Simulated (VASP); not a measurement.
# BeS (F-43m) in VASP: a series of runs

BeS is run at these levels: PBE; tasks: single point.

Everything below comes from runs of VASP 6.6.1. Logs are shortened: lines on timing, memory, paths and dates and some standing lists are left out, and cuts for length are marked.

### Step 1. The cell of the first run

Symmetry: F-43m, No. 216, cubic system. Conventional cell: a = 4.776 Å, b = 4.776 Å, c = 4.776 Å, α = 90.00°, β = 90.00°, γ = 90.00°. Be (site symmetry -43m) has 4 S at 2.07 Å within 2.7 Å. Within 2.7 Å of S (site symmetry -43m) lie 4 Be at 2.07 Å.

### Step 2. Single point, PBE (volume changed by -6%)

Contents of INCAR:

```
SYSTEM = BeS
PREC     = Accurate       ! precision mode
ENCUT    = 520            ! plane-wave cutoff, eV
EDIFF    = 1E-6           ! SCF threshold, eV
ISMEAR   = 0              ! smearing method
SIGMA    = 0.01           ! smearing width, eV
LREAL    = .False.        ! projectors in reciprocal space
LASPH    = .True.         ! aspherical terms in the spheres
NELM     = 60             ! most SCF steps
ALGO     = Normal         ! electronic algorithm
ISIF     = 2              ! what is computed and relaxed
LWAVE    = .False.        ! write WAVECAR
LCHARG   = .True.         ! write CHGCAR
GGA      = PE             ! functional
LELF     = .True.         ! ELF
LVHAR    = .True.       
NBANDS   = 11             ! bands
```

Contents of KPOINTS:

```
regular mesh
0
Gamma
  8 8 8
  0 0 0
```

Contents of POSCAR:

```
BeS
1.0
    0.0000000000      2.3882416339      2.3882416339
    2.3882416339      0.0000000000      2.3882416339
    2.3882416339      2.3882416339      0.0000000000
Be S
1 1
Direct
    0.0000000000      0.0000000000      0.0000000000
    0.2500000000      0.2500000000      0.2500000000
```

Potentials or basis: VASP PAW PBE potentials, release 64 (Be, S).

On the command line:

```bash
cat potpaw_PBE.64/Be/POTCAR potpaw_PBE.64/S/POTCAR > POTCAR
mpirun -np 1 vasp_std > vasp.out
```

OUTCAR:

```text
SYSTEM = BeS
   PREC = Accurate
   ENCUT = 520
   EDIFF = 1E-6
   ISMEAR = 0
   LREAL = .False.
   LASPH = .True.
   NELM = 60
   ISIF = 2
   GGA = PE

 ion  position               nearest neighbor table
   1  0.000  0.000  0.000-   2 2.07   2 2.07   2 2.07   2 2.07
   2  0.250  0.250  0.250-   1 2.07   1 2.07   1 2.07   1 2.07

  LATTYP: Found a face centered cubic cell.
 ALAT       =     4.7764832678

  Lattice vectors:

 A1 = (   0.0000000000,   2.3882416339,   2.3882416339)
 A2 = (   2.3882416339,   0.0000000000,   2.3882416339)
 A3 = (   2.3882416339,   2.3882416339,   0.0000000000)

Analysis of symmetry for initial positions (statically):
=====================================================================
 Subroutine PRICEL returns:
 Original cell was already a primitive cell.

 Routine SETGRP: Setting up the symmetry group for a
 face centered cubic supercell.

 Subroutine GETGRP returns: Found 24 space group operations
 (whereof 24 operations were pure point group operations)
 out of a pool of 48 trial point group operations.

The static configuration has the point symmetry T_d .

Analysis of symmetry for dynamics (positions and initial velocities):
=====================================================================
 Subroutine PRICEL returns:
 Original cell was already a primitive cell.

 Routine SETGRP: Setting up the symmetry group for a
 face centered cubic supercell.

 Subroutine GETGRP returns: Found 24 space group operations
 (whereof 24 operations were pure point group operations)
 out of a pool of 48 trial point group operations.

The dynamic configuration has the point symmetry T_d .

 Subroutine INISYM returns: Found 24 space group operations
 (whereof 24 operations are pure point group operations),
 and found     1 'primitive' translations

----------------------------------------------------------------------------------------

                                     Primitive cell

  volume of cell :      27.2436

  direct lattice vectors                    reciprocal lattice vectors
     0.000000000  2.388241634  2.388241634    -0.209359050  0.209359050  0.209359050
     2.388241634  0.000000000  2.388241634     0.209359050 -0.209359050  0.209359050
     2.388241634  2.388241634  0.000000000     0.209359050  0.209359050 -0.209359050

  length of vectors
     3.377483709  3.377483709  3.377483709     0.362620512  0.362620512  0.362620512

  position of ions in fractional coordinates (direct lattice)
     0.000000000  0.000000000  0.000000000
     0.250000000  0.250000000  0.250000000

  ion indices of the primitive-cell ions
   primitive index   ion index
                 1           1
                 2           2

----------------------------------------------------------------------------------------

 KPOINTS: regular mesh

Automatic generation of k-mesh.
 Grid dimensions read from file:
 generate k-points for:    8    8    8

 Generating k-lattice:

  Cartesian coordinates                     Fractional coordinates (reciprocal lattice)
    -0.026169881  0.026169881  0.026169881     0.125000000  0.000000000  0.000000000
     0.026169881 -0.026169881  0.026169881     0.000000000  0.125000000  0.000000000
     0.026169881  0.026169881 -0.026169881     0.000000000  0.000000000  0.125000000

  Length of vectors
     0.045327564  0.045327564  0.045327564

  Shift w.r.t. Gamma in fractional coordinates (k-lattice)
     0.000000000  0.000000000  0.000000000

 Subroutine IBZKPT returns following result:
 ===========================================

 Found     29 irreducible k-points:

 Following reciprocal coordinates:
            Coordinates               Weight
  0.000000  0.000000  0.000000      1.000000
  0.125000  0.000000  0.000000      8.000000
  0.250000  0.000000  0.000000      8.000000
  0.375000  0.000000  0.000000      8.000000
  0.500000  0.000000  0.000000      4.000000
  0.125000  0.125000  0.000000      6.000000
[... 16 lines left out ...]
  0.500000  0.250000  0.125000     48.000000
 -0.375000  0.250000  0.125000     24.000000
 [... further k-points ...]
   k-points           NKPTS =     29   k-points in BZ     NKDIM =     29   number of bands    NBANDS=     11
   number of dos      NEDOS =    301   number of ions     NIONS =      2
   total plane-waves  NPLWV =  21952
   dimension x,y,z NGX =    28 NGY =   28 NGZ =   28
   dimension x,y,z NGXF=    56 NGYF=   56 NGZF=   56
   ions per type =               1   1
   NGX,Y,Z   is equivalent  to a cutoff of  13.78, 13.78, 13.78 a.u.
   NGXF,Y,Z  is equivalent  to a cutoff of  27.56, 27.56, 27.56 a.u.
 SYSTEM =  BeS
   PREC   = accura    normal or accurate (medium, high low for compatibility)
   ISTART =      0    job   : 0-new  1-cont  2-samecut
   ICHARG =      2    charge: 1-file 2-atom 10-const
   ISPIN  =      1    spin polarized calculation?
   LNONCOLLINEAR =      F non collinear calculations
   LSORBIT =      F    spin-orbit coupling
   LASPH  =      T    aspherical Exc in radial PAW
   ENCUT  =  520.0 eV  38.22 Ry    6.18 a.u.   6.28  6.28  6.28*2*pi/ulx,y,z
   NELM   =     60;   NELMIN=  2; NELMDL= -5     # of ELM steps
   EDIFF  = 0.1E-05   stopping-criterion for ELM
   LREAL  =      F    real-space projection
   EDIFFG = 0.1E-04   stopping-criterion for IOM
   NSW    =      0    number of steps for IOM
   IBRION =     -1    ionic relax: 0-MD 1-quasi-New 2-CG
   NFREE  =      0    steps in history (QN), initial steepest desc. (CG)
   ISIF   =      2    stress and relaxation
   ISYM   =      2    0-nonsym 1-usesym 2-fastsym
   POTIM  = 0.5000    time-step for ionic-motion
   TEBEG  =    0.0;   TEEND  =   0.0 temperature during run
   PSTRESS=    0.0 pullay stress
   NELECT =       8.0000    total number of electrons
   NUPDOWN=      -1.0000    fix difference up-down
   EMIN   =  10.00;   EMAX   =-10.00  energy-range for DOS
   EFERMI =   0.00;   METHOD = LEGACY
   ISMEAR =     0;   SIGMA  =   0.01  broadening in eV -4-tet -1-fermi 0-gaus
   EFERMI_NEDOS =   21; number of points for ismear=-14 and -15
   IALGO  =     38    algorithm
   IMIX   =      4    mixing-type and parameters
     AMIX     =   0.40;   BMIX     =  1.00
     AMIX_MAG =   1.60;   BMIX_MAG =  1.00
  volume/ion in A,a.u.               =      13.62        91.92
  Fermi-wavevector in a.u.,A,eV,Ry     =   1.088136  2.056279 16.109845  1.184040
  Thomas-Fermi vector in A             =   2.224311
   LORBIT       =      0    0 simple, 1 ext, 2 COOP (PROOUT), +10 PAW based schemes
   GGA     = PE    functional components
   LHFCALC =     F    Hartree Fock is set to
   AEXX    =    0.0000 exact exchange contribution
   IVDW    =     0    specifies the selected vdW correction
   LEPSILON=     F    determine dielectric tensor
   LRPA    =     F    only Hartree local field effects (RPA)
 non-spin polarized calculation
 Gauss-broadening in eV      SIGMA  =   0.01
  energy-cutoff  :      520.00
  volume of cell :       27.24
 maximum number of plane-waves:       754
 NGX is ok and might be reduce to    28
   NGX = 13   NGY = 13   NGZ = 13

 number of electron       8.0000001 magnetization

 Free energy of the ion-electron system (eV)
  ---------------------------------------------------
  ext. energy  EPLUGINS =         0.00000000
  ---------------------------------------------------
  free energy    TOTEN  =        -9.97931727 eV

  energy without entropy =       -9.97931727  energy(sigma->0) =       -9.97931727

 E-fermi :   4.7981     XC(G=0):  -9.9217

 val. band max:        4.6609094954   @ k =   0.0000   0.0000   0.0000
 cond. band min:       7.6637649764   @ k =   0.5000   0.5000   0.0000
 fundamental gap:      3.0028554810
 Fermi energy:         4.7981241538

 k-point     1 :       0.0000    0.0000    0.0000
  band No.  band energies     occupation
      1      -9.3493      2.00000
      2       4.6609      2.00000
      3       4.6609      2.00000
      4       4.6609      2.00000
      5      10.3067      0.00000
      6      10.3067      0.00000
      7      10.3067      0.00000
      8      10.9426      0.00000
      9      17.5630      0.00000
     10      17.5630      0.00000
     11      19.8904      0.00000

 k-point     2 :       0.1250    0.0000    0.0000
  band No.  band energies     occupation
      1      -9.1608      2.00000
      2       3.4045      2.00000
      3       4.4462      2.00000
      4       4.4462      2.00000
      5      10.3604      0.00000
      6      10.6850      0.00000
      7      10.6850      0.00000
      8      12.1634      0.00000
      9      16.8502      0.00000
     10      16.8502      0.00000
     11      19.6264      0.00000

 k-point     3 :       0.2500    0.0000    0.0000
  band No.  band energies     occupation
      1      -8.6387      2.00000
      2       1.1999      2.00000
      3       4.0225      2.00000
      4       4.0225      2.00000
      5      10.3524      0.00000
      6      11.2498      0.00000
      7      11.2498      0.00000
      8      14.2912      0.00000
      9      16.6159      0.00000
     10      16.6159      0.00000
     11      19.1658      0.00000

 k-point     4 :       0.3750    0.0000    0.0000
  band No.  band energies     occupation
      1      -7.9662      2.00000
      2      -0.6584      2.00000
      3       3.6845      2.00000
      4       3.6845      2.00000
      5      10.3223      0.00000
      6      11.2959      0.00000
      7      11.2959      0.00000
      8      15.7174      0.00000
      9      18.0479      0.00000
     10      18.0479      0.00000
     11      19.4645      0.00000
[... 239 lines left out ...]
 k-point    22 :       0.3750    0.2500    0.1250
  band No.  band energies     occupation
      1      -8.2099      2.00000
      2       0.9714      2.00000
      3       2.3772      2.00000
      4       3.4690      2.00000
      5      10.1999      0.00000
      6      12.0249      0.00000
      7      12.3108      0.00000
      8      13.3677      0.00000
      9      16.5355      0.00000
     10      19.3489      0.00000
     11      20.9668      0.00000

 k-point    23 :       0.5000    0.2500    0.1250
  band No.  band energies     occupation
      1      -7.6146      2.00000
      2      -0.2714      2.00000
      3       1.8276      2.00000
      4       2.9634      2.00000
      5      10.6738      0.00000
      6      11.5512      0.00000
      7      13.3221      0.00000
      8      14.1033      0.00000
      9      17.5587      0.00000
     10      19.3734      0.00000
     11      21.5285      0.00000

 k-point    24 :      -0.3750    0.2500    0.1250
  band No.  band energies     occupation
      1      -7.3103      2.00000
      2      -0.8721      2.00000
      3       1.7368      2.00000
      4       2.6996      2.00000
      5      10.7335      0.00000
      6      11.3624      0.00000
      7      14.0082      0.00000
      8      15.3907      0.00000
      9      16.3022      0.00000
     10      20.2678      0.00000
     11      21.0199      0.00000

 [... further k-points ...]
[... 5 lines left out ...]
  --------------------------------------------------------------------------------------
  -------------------------------------------------------------------------------------
  Total        1.1018450      1.1018450      1.1018450     -0.0000000      0.0000000      0.0000000
  in kB       64.7987011     64.7987011     64.7987011     -0.0000000      0.0000000      0.0000000
  external PRESSURE =      64.7987011 kB  Pullay stress =       0.0000000 kB

 VOLUME and BASIS-vectors are now :
 -----------------------------------------------------------------------------
  energy-cutoff  :      520.00
  volume of cell :       27.24
      direct lattice vectors                 reciprocal lattice vectors
     0.000000000  2.388241634  2.388241634    -0.209359050  0.209359050  0.209359050
     2.388241634  0.000000000  2.388241634     0.209359050 -0.209359050  0.209359050
     2.388241634  2.388241634  0.000000000     0.209359050  0.209359050 -0.209359050

 POSITION                                       TOTAL-FORCE (eV/Angst)
 -----------------------------------------------------------------------------------
      0.00000      0.00000      0.00000        -0.000000     -0.000000     -0.000000
      1.19412      1.19412      1.19412         0.000000      0.000000      0.000000
 -----------------------------------------------------------------------------------
    total drift:                                0.000000      0.000000      0.000000

  FREE ENERGIE OF THE ION-ELECTRON SYSTEM (eV)
  ---------------------------------------------------
  free  energy   TOTEN  =        -9.9793172728 eV

  energy  without entropy=       -9.9793172728  energy(sigma->0) =       -9.97931727
```

Run time: 7.1 s. Hardware: 1 thread of Intel Xeon 6975P-C, shared host; peak memory 0.15 GiB.

Results:

```
Free energy            : -9.9793 eV
Pressure               : 6.5 GPa
Band gap on the k mesh : 3.00 eV, indirect (least direct gap 5.65 eV)
```

Caveat: the cell differs from its parent crystal (volume changed by -6%). A k mesh can miss the band edges.

### Step 3. Single point, PBE

This run uses another cell than the first one, of 14.49 Å³/atom, 1.064 times its volume.

Contents of INCAR:

```
SYSTEM = BeS
ALGO = Normal
EDIFF = 1E-6
ENCUT = 520
GGA = PE
ISIF = 2
ISMEAR = 0
LASPH = .True.
LCHARG = .False.
LREAL = .False.
LWAVE = .False.
NBANDS = 11
NELM = 80
PREC = Accurate
SIGMA = 0.01
```

Contents of KPOINTS:

```
k-points
0
Gamma
  8 8 8
  0 0 0
```

Contents of POSCAR:

```
BeS
1.0
    0.0000000000      2.4380109239      2.4380109239
    2.4380109239      0.0000000000      2.4380109239
    2.4380109239      2.4380109239      0.0000000000
Be S
1 1
Direct
    0.0000000000      0.0000000000      0.0000000000
    0.2500000000      0.2500000000      0.2500000000
```

Potentials or basis: VASP PAW PBE potentials, release 64 (Be, S).

On the command line:

```bash
cat potpaw_PBE.64/Be/POTCAR potpaw_PBE.64/S/POTCAR > POTCAR
mpirun -np 1 vasp_std > vasp.out
```

It took 6.4 s on 1 thread of Intel Xeon 6975P-C, shared host; peak memory 0.15 GiB.

Results (log left out):

* Free energy: -10.0133 eV
* Pressure: 0.0 GPa
* Band gap on the k mesh: 3.15 eV, indirect (least direct gap 5.68 eV)

Levels at points of the mesh, in eV from the valence-band top:
```csv
k point,band 1,band 2,band 3,band 4,band 5,band 6,band 7,band 8,band 9
"(0.00, 0.00, 0.00)",-13.59,0.00,0.00,0.00,5.68,5.68,5.68,5.75,12.78
"(0.50, 0.00, 0.00)",-12.02,-5.68,-1.01,-1.01,5.42,6.57,6.57,11.13,14.87
"(0.50, 0.50, 0.00)",-11.49,-4.94,-2.59,-2.59,3.15,4.93,12.65,12.65,15.35
```
